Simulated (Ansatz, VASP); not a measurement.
**Ge: VASP beside Ansatz**

INCAR

```
PREC = Accurate
ENCUT = 520
EDIFF = 1E-7
ISMEAR = -1
SIGMA = 0.15
LREAL = False
LASPH = True
NELM = 100
ALGO = Normal
ISIF = 2
LWAVE = False
LCHARG = False
GGA = CA
NBANDS = 21
```

Contents of KPOINTS:

```
regular mesh
0
Gamma
  14 14 14
```

POSCAR

```
Ge
1.0
    0.0000000000      2.8304324287      2.8304324287
    2.8304324287      0.0000000000      2.8304324287
    2.8304324287      2.8304324287      0.0000000000
Ge
2
Direct
    0.5000000000      0.5000000000      0.5000000000
    0.7500000000      0.7500000000      0.7500000000
```

Input for Ansatz:

```yaml
crystal:
  lattice:
    - [0.0, 2.8304324287, 2.8304324287]
    - [2.8304324287, 0.0, 2.8304324287]
    - [2.8304324287, 2.8304324287, 0.0]
  atoms:
    - { symbol: Ge, position: [0.5, 0.5, 0.5] }
    - { symbol: Ge, position: [0.75, 0.75, 0.75] }
basis:
  ecutwfc: 420
kpoints:
  mp_grid: { grid: [14, 14, 14] }
hamiltonian:
  xc: lda
scf:
  occupations: { method: fermi_dirac, width: 0.15 }
output:
  forces: true
  stress: true
  eigenvalues: true
```

Alike in both runs: task single point; functional LDA; k mesh 14 × 14 × 14; occupations fermi-dirac, width 0.15 eV; no spin polarisation.

|  | VASP | Ansatz |
| --- | --- | --- |
| version | VASP 6.6.1 | Ansatz 0.2.0 |
| potentials or method | VASP PAW LDA potentials, release 64 (Ge_d), cutoff 520 eV | scalar-relativistic, plane waves, PAW |
| valence electrons in the cell | 28 | 28 |

|  | VASP | Ansatz | Ansatz less VASP |
| --- | --- | --- | --- |
| gap on the k mesh at the Fermi level (eV) | none | none | - |
| pressure (GPa) | -1.2 | -1.3 | -0.18 |

LDA's correlation is that of Perdew and Zunger in VASP and of Perdew and Wang (1992) in Ansatz. A gap of «none» marks a metal or a gap that the smearing closes.
